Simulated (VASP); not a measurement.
# NiOs (P4/mmm) in VASP: a series of runs, part 2 of 2

VASP 6.6.1. Earlier steps stand in the parts before.

**4. Single point, PBE, collinear spin, ferromagnetic start**

This run uses another cell than the first one, of 16.44 Å³/atom, 1.300 times its volume.

The input, INCAR:

```
ALGO = Normal
EDIFF = 1E-6
ENCUT = 520
GGA = PE
ISIF = 2
ISMEAR = 0
ISPIN = 2
LASPH = True
LCHARG = False
LMAXMIX = 4
LORBIT = 11
LREAL = False
LWAVE = False
MAGMOM = 2.5 0
NBANDS = 20
NELM = 150
PREC = Accurate
SIGMA = 0.1
```

The input, KPOINTS:

```
k-points
0
Gamma
  16 16 12
```

The input, POSCAR:

```
NiOs
1.0
    2.8522261651      0.0000000000      0.0000000000
    0.0000000000      2.8522261651      0.0000000000
    0.0000000000      0.0000000000      4.0420142874
Ni Os
1 1
Direct
    0.0000000000      0.0000000000      0.0000000000
    0.5000000000      0.5000000000      0.5000000000
```

Potentials or basis: VASP PAW PBE potentials, release 64 (Ni, Os).

Launch:

```sh
> cat potpaw_PBE.64/Ni/POTCAR potpaw_PBE.64/Os/POTCAR > POTCAR
> mpirun -np 1 vasp_std > vasp.out
```

OUTCAR:

```text
EDIFF = 1E-6
   ENCUT = 520
   GGA = PE
   ISIF = 2
   ISMEAR = 0
   ISPIN = 2
   LASPH = True
   LORBIT = 11
   LREAL = False
   NELM = 150
   PREC = Accurate

 ion  position               nearest neighbor table
   1  0.000  0.000  0.000-   2 2.86   2 2.86   2 2.86   2 2.86   2 2.86   2 2.86   2 2.86   2 2.86

   2  0.500  0.500  0.500-   1 2.86   1 2.86   1 2.86   1 2.86   1 2.86   1 2.86   1 2.86   1 2.86

  LATTYP: Found a simple tetragonal cell.
 ALAT       =     2.8522261651
 C/A-ratio  =     1.4171436813

  Lattice vectors:

 A1 = (   2.8522261651,   0.0000000000,   0.0000000000)
 A2 = (   0.0000000000,   2.8522261651,   0.0000000000)
 A3 = (   0.0000000000,   0.0000000000,   4.0420142874)

Analysis of symmetry for initial positions (statically):
=====================================================================
 Subroutine PRICEL returns:
 Original cell was already a primitive cell.

 Routine SETGRP: Setting up the symmetry group for a
 simple tetragonal supercell.

 Subroutine GETGRP returns: Found 16 space group operations
 (whereof 16 operations were pure point group operations)
 out of a pool of 16 trial point group operations.

The static configuration has the point symmetry D_4h.

Analysis of symmetry for dynamics (positions and initial velocities):
=====================================================================
 Subroutine PRICEL returns:
 Original cell was already a primitive cell.

 Routine SETGRP: Setting up the symmetry group for a
 simple tetragonal supercell.

 Subroutine GETGRP returns: Found 16 space group operations
 (whereof 16 operations were pure point group operations)
 out of a pool of 16 trial point group operations.

The dynamic configuration has the point symmetry D_4h.

Analysis of structural, dynamic, and magnetic symmetry:
=====================================================================
 Subroutine PRICEL returns:
 Original cell was already a primitive cell.

 Routine SETGRP: Setting up the symmetry group for a
 simple tetragonal supercell.

 Subroutine GETGRP returns: Found 16 space group operations
 (whereof 16 operations were pure point group operations)
 out of a pool of 16 trial point group operations.

The overall configuration has the point symmetry D_4h.

 Subroutine INISYM returns: Found 16 space group operations
 (whereof 16 operations are pure point group operations),
 and found     1 'primitive' translations

----------------------------------------------------------------------------------------

                                     Primitive cell

  volume of cell :      32.8826

  direct lattice vectors                    reciprocal lattice vectors
     2.852226165  0.000000000  0.000000000     0.350603333  0.000000000  0.000000000
     0.000000000  2.852226165  0.000000000     0.000000000  0.350603333  0.000000000
     0.000000000  0.000000000  4.042014287     0.000000000  0.000000000  0.247401402

  length of vectors
     2.852226165  2.852226165  4.042014287     0.350603333  0.350603333  0.247401402

  position of ions in fractional coordinates (direct lattice)
     0.000000000  0.000000000  0.000000000
     0.500000000  0.500000000  0.500000000

  ion indices of the primitive-cell ions
   primitive index   ion index
[... 62 lines left out ...]
   NGX,Y,Z   is equivalent  to a cutoff of  13.99, 13.99, 12.34 a.u.
   NGXF,Y,Z  is equivalent  to a cutoff of  27.98, 27.98, 24.68 a.u.
 SYSTEM =  unknown system
   PREC   = accura    normal or accurate (medium, high low for compatibility)
   ISTART =      0    job   : 0-new  1-cont  2-samecut
   ICHARG =      2    charge: 1-file 2-atom 10-const
   ISPIN  =      2    spin polarized calculation?
   LNONCOLLINEAR =      F non collinear calculations
   LSORBIT =      F    spin-orbit coupling
   LASPH  =      T    aspherical Exc in radial PAW
   ENCUT  =  520.0 eV  38.22 Ry    6.18 a.u.   5.30  5.30  7.52*2*pi/ulx,y,z
   NELM   =    150;   NELMIN=  2; NELMDL= -5     # of ELM steps
   EDIFF  = 0.1E-05   stopping-criterion for ELM
   LREAL  =      F    real-space projection
   EDIFFG = 0.1E-04   stopping-criterion for IOM
   NSW    =      0    number of steps for IOM
   IBRION =     -1    ionic relax: 0-MD 1-quasi-New 2-CG
   NFREE  =      0    steps in history (QN), initial steepest desc. (CG)
   ISIF   =      2    stress and relaxation
   ISYM   =      2    0-nonsym 1-usesym 2-fastsym
   POTIM  = 0.5000    time-step for ionic-motion
   TEBEG  =    0.0;   TEEND  =   0.0 temperature during run
   PSTRESS=    0.0 pullay stress
   NELECT =      18.0000    total number of electrons
   NUPDOWN=      -1.0000    fix difference up-down
   EMIN   =  10.00;   EMAX   =-10.00  energy-range for DOS
   EFERMI =   0.00;   METHOD = LEGACY
   ISMEAR =     0;   SIGMA  =   0.10  broadening in eV -4-tet -1-fermi 0-gaus
   EFERMI_NEDOS =   21; number of points for ismear=-14 and -15
   IALGO  =     38    algorithm
   IMIX   =      4    mixing-type and parameters
     AMIX     =   0.40;   BMIX     =  1.00
     AMIX_MAG =   1.60;   BMIX_MAG =  1.00
  volume/ion in A,a.u.               =      16.44       110.95
  Fermi-wavevector in a.u.,A,eV,Ry     =   1.339195  2.530711 24.401268  1.793443
  Thomas-Fermi vector in A             =   2.467606
   LORBIT       =     11    0 simple, 1 ext, 2 COOP (PROOUT), +10 PAW based schemes
   GGA     = PE    functional components
   LHFCALC =     F    Hartree Fock is set to
   AEXX    =    0.0000 exact exchange contribution
   IVDW    =     0    specifies the selected vdW correction
   LEPSILON=     F    determine dielectric tensor
   LRPA    =     F    only Hartree local field effects (RPA)
 spin polarized calculation
 Gauss-broadening in eV      SIGMA  =   0.10
  energy-cutoff  :      520.00
  volume of cell :       32.88
 maximum number of plane-waves:       912
 NGX is ok and might be reduce to    24
   NGX = 11   NGY = 11   NGZ = 15

 number of electron      18.0000000 magnetization       0.0002711

 number of electron      18.0000000 magnetization      -0.0019456

 Free energy of the ion-electron system (eV)
  ---------------------------------------------------
  ext. energy  EPLUGINS =         0.00000000
  ---------------------------------------------------
  free energy    TOTEN  =       -15.04556591 eV

  energy without entropy =      -15.03159074  energy(sigma->0) =      -15.03857832

 E-fermi :   5.7809     XC(G=0): -12.1322

 val. band max:        5.7778374287   @ k =   0.3125   0.2500   0.3333
 cond. band min:       5.7841251055   @ k =   0.3125   0.3125   0.4167
 fundamental gap:      0.0062876769
 Fermi energy:         5.7808864940

 spin component 1

 k-point     1 :       0.0000    0.0000    0.0000
  band No.  band energies     occupation
      1      -2.1988      1.00000
      2       1.5598      1.00000
      3       1.7343      1.00000
      4       4.1095      1.00000
      5       4.1095      1.00000
      6       4.2341      1.00000
[... 541 lines left out ...]
     19      25.5903      0.00000
     20      27.5338      0.00000

 [... further k-points ...]

 spin component 2

 k-point     1 :       0.0000    0.0000    0.0000
  band No.  band energies     occupation
      1      -2.1989      1.00000
      2       1.5593      1.00000
      3       1.7339      1.00000
      4       4.1083      1.00000
      5       4.1083      1.00000
      6       4.2329      1.00000
[... 541 lines left out ...]
     19      25.5901      0.00000
     20      27.5337      0.00000

 [... further k-points ...]
[... 5 lines left out ...]
  --------------------------------------------------------------------------------------
  -------------------------------------------------------------------------------------
  Total       -8.7319346     -8.7319346     -7.6083348      0.0000000      0.0000000      0.0000000
  in kB     -425.4566264   -425.4566264   -370.7101151      0.0000000      0.0000000      0.0000000
  external PRESSURE =    -407.2077893 kB  Pullay stress =       0.0000000 kB

 VOLUME and BASIS-vectors are now :
 -----------------------------------------------------------------------------
  energy-cutoff  :      520.00
  volume of cell :       32.88
      direct lattice vectors                 reciprocal lattice vectors
     2.852226165  0.000000000  0.000000000     0.350603333  0.000000000  0.000000000
     0.000000000  2.852226165  0.000000000     0.000000000  0.350603333  0.000000000
     0.000000000  0.000000000  4.042014287     0.000000000  0.000000000  0.247401402

 POSITION                                       TOTAL-FORCE (eV/Angst)
 -----------------------------------------------------------------------------------
      0.00000      0.00000      0.00000         0.000000      0.000000      0.000000
      1.42611      1.42611      2.02101         0.000000      0.000000      0.000000
 -----------------------------------------------------------------------------------
    total drift:                                0.000000      0.000000      0.000000

  FREE ENERGIE OF THE ION-ELECTRON SYSTEM (eV)
  ---------------------------------------------------
  free  energy   TOTEN  =       -15.0455659074 eV

  energy  without entropy=      -15.0315907380  energy(sigma->0) =      -15.03857832

 total charge

# of ion       s       p       d       tot
------------------------------------------
    1        0.379   0.342   8.234   8.955
    2        0.560   0.418   5.728   6.707
--------------------------------------------------
tot          0.939   0.761  13.963  15.663

 magnetization (x)

# of ion       s       p       d       tot
------------------------------------------
    1        0.000   0.000  -0.001  -0.001
    2        0.000   0.000  -0.000  -0.000
--------------------------------------------------
tot          0.000   0.000  -0.001  -0.001
```

Wall time 12 min (1 thread of AMD EPYC, shared host); peak memory 0.39 GiB.

What came out:

* Free energy: -15.0456 eV
* Pressure: -40.7 GPa
* Band gap on the k mesh: zero (filled and empty bands overlap)
* Net moment: 0.00 μB per cell
* Valence electrons inside the program's atomic spheres: Ni 8.96; Os 6.71

Caveat: the starting moments collapsed, and a magnetic state may lie lower; spin-orbit coupling is left out, which moves the levels of the heavy elements.

**5. Single point, PBE**

This run uses another cell than the first one, of 14.16 Å³/atom, 1.120 times its volume.

The input, INCAR:

```
SYSTEM = NiOs
ALGO = Normal
EDIFF = 1E-6
ENCUT = 520
GGA = PE
ISIF = 2
ISMEAR = 0
LASPH = .True.
LCHARG = .True.
LELF = .True.
LREAL = .False.
LVHAR = .True.
LWAVE = .False.
NBANDS = 16
NELM = 100
PREC = Accurate
SIGMA = 0.1
```

The input, KPOINTS:

```
k-points
0
Gamma
  16 16 12
  0 0 0
```

The input, POSCAR:

```
NiOs
1.0
    2.7139937908      0.0000000000      0.0000000000
    0.0000000000      2.7139937908      0.0000000000
    0.0000000000      0.0000000000      3.8461191515
Ni Os
1 1
Direct
    0.0000000000      0.0000000000      0.0000000000
    0.5000000000      0.5000000000      0.5000000000
```

Launch:

```sh
> cat potpaw_PBE.64/Ni/POTCAR potpaw_PBE.64/Os/POTCAR > POTCAR
> mpirun -np 1 vasp_std > vasp.out
```

Wall time 3.5 min (1 thread of AMD EPYC, shared host); peak memory 0.24 GiB.

Results (log left out):

```
Free energy            : -16.0293 eV
Pressure               : -25.6 GPa
Band gap on the k mesh : zero (band 9 reaches 8.72 eV, above the bottom of band 10 at 6.97 eV)
```

Stress tensor (GPa, compression positive):
```
-26.75   0.00   0.00
  0.00 -26.75   0.00
  0.00   0.00 -23.34
```

Levels at points of the mesh, in eV from the Fermi level:
```
           k point  band 6  band 7  band 8  band 9  band 10  band 11  band 12  band 13
(0.00, 0.00, 0.00)   -1.95   -0.97   -0.83    1.12     1.12     1.61     2.07     9.88
(0.50, 0.00, 0.00)   -2.24   -1.43   -1.28   -0.96     0.49     0.55     4.50     9.75
(0.50, 0.50, 0.00)   -0.40    0.51    0.51    0.98     2.18     2.18     3.35     9.45
(0.00, 0.00, 0.50)   -1.52   -1.40   -1.40   -0.88    -0.21    -0.21     1.49    15.22
(0.50, 0.00, 0.50)   -1.98   -0.37   -0.25   -0.06     0.29     1.14     1.19     6.51
(0.50, 0.50, 0.50)   -2.41   -1.35   -0.42    0.08     3.35     6.93     7.33     7.33
```

Caveat: spin-orbit coupling is left out, which moves the levels of the heavy elements. Spin polarisation is off, so any magnetic state and its effect on volume and gap are missing.

**6. Overview**

```tsv
task	cell	cutoff (eV)	gap on the mesh (eV)	pressure (GPa)
single point	a = 2.613, b = 2.613, c = 3.704 Å, 2 atoms	520	none	-0.1
relaxation of cell and atoms	relaxed from a = 2.637, b = 2.637, c = 3.586 Å, 2 atoms	600	none	0.1
single point	a = 2.714, b = 2.714, c = 3.846 Å, 2 atoms	520	none	-25.6
```

Alike in all rows: level PBE; potentials or basis VASP PAW PBE potentials, release 64 (Ni, Os); no spin polarisation; k mesh 16 × 16 × 12; smearing gaussian 0.1 eV.

Caveats: spin-orbit coupling is left out, which moves the levels of the heavy elements.

Absolute energies hang on the potentials; compare differences alone.
